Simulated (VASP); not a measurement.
A run of VASP 6.6.1 is set up as follows.

INCAR

```
PREC     = Accurate       # precision mode
ENCUT    = 520            # plane-wave cutoff, eV
EDIFF    = 1E-6           # SCF threshold, eV
ISMEAR   = 0              # smearing method
SIGMA    = 0.1            # smearing width, eV
LREAL    = F              # projectors in reciprocal space
LASPH    = T              # aspherical terms in the spheres
NELM     = 60             # most SCF steps
ALGO     = Fast           # electronic algorithm
ISIF     = 2              # what is computed and relaxed
LWAVE    = F              # write WAVECAR
LCHARG   = F              # write CHGCAR
GGA      = PE             # functional
NBANDS   = 30             # bands
```

File KPOINTS:

```
Automatic mesh
0
Gamma
  12 12 8
```

POSCAR

```
Al3Co2Ru
1.0
    4.1510719595      0.0000000000      0.0000000000
   -2.0755359797      3.5949337698      0.0000000000
    0.0000000000      0.0000000000      5.0950444870
Al Co Ru
3 2 1
Direct
    0.3333333333      0.6666666667      0.3258870689
    0.6666666667      0.3333333333      0.6741129311
    0.0000000000      0.0000000000      0.0000000000
    0.3333333333      0.6666666667      0.8366864697
    0.6666666667      0.3333333333      0.1633135303
    0.0000000000      0.0000000000      0.5000000000
```

Potentials or basis: VASP PAW PBE potentials, release 64 (Al, Co, Ru_pv).

The run is started by

```sh
$ cat potpaw_PBE.64/Al/POTCAR potpaw_PBE.64/Co/POTCAR potpaw_PBE.64/Ru_pv/POTCAR > POTCAR
$ mpirun -np 1 vasp_std > vasp.out
```

(1) Estimate the pressure.

(2) Estimate the band gap on the k mesh.

(3) What does it give for the largest force?

## Answers

(1) -5.2 GPa.

(2) zero (an odd number of electrons rules out a gap without spin polarisation).

(3) 0.006 eV/Å.

Caveat: the cell stands under tension; the run has no spin polarisation, though such a crystal can be magnetic.
